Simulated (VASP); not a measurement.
AlRu: density of states with PBEsol

Crystal: AlRu.

```xyz
2
Lattice="2.9916 0.0000 0.0000 0.0000 2.9916 0.0000 0.0000 0.0000 2.9916" Properties=species:S:1:pos:R:3 pbc="T T T"
Al    0.0000    0.0000    0.0000
Ru    1.4958    1.4958    1.4958
```

```
Program                 : VASP 6.6.1
Task                    : density of states
Functional              : PBEsol
Potentials or basis     : VASP PAW PBE potentials, release 64 (Al, Ru_pv)
Cutoff                  : 520 eV
k mesh                  : 12 × 12 × 12
Occupations             : fermi-dirac, width 0.05 eV
Spin                    : no spin polarisation
Dipole correction       : no
k mesh for the DOS      : 18 × 18 × 18
Occupations for the DOS : tetrahedron
Further INCAR settings  : ALGO = Normal; EDIFF = 1e-06
```

- Valence electrons inside the program's atomic spheres: Al 0.81; Ru 12.79

Levels at points of the mesh, in eV from the Fermi level:
| k point | band 5 | band 6 | band 7 | band 8 | band 9 | band 10 | band 11 | band 12 |
| --- | --- | --- | --- | --- | --- | --- | --- | --- |
| (0.00, 0.00, 0.00) | -3.58 | -3.58 | 0.20 | 0.20 | 0.20 | 6.08 | 6.08 | 6.08 |
| (0.50, 0.00, 0.00) | -5.46 | -2.78 | -1.59 | -1.59 | 0.46 | 2.30 | 7.46 | 11.01 |
| (0.50, 0.50, 0.00) | -3.08 | -1.35 | -1.35 | -1.15 | -1.15 | 1.54 | 5.29 | 6.29 |
| (0.50, 0.50, 0.50) | -4.62 | -4.62 | 1.64 | 1.64 | 2.62 | 4.11 | 4.11 | 4.11 |

It took 80 s on 1 thread of Intel(R) Xeon(R) Platinum 8259CL CPU @ 2.50GHz (Skylake/Cascade Lake), on a shared host, peak memory 0.2 GiB.
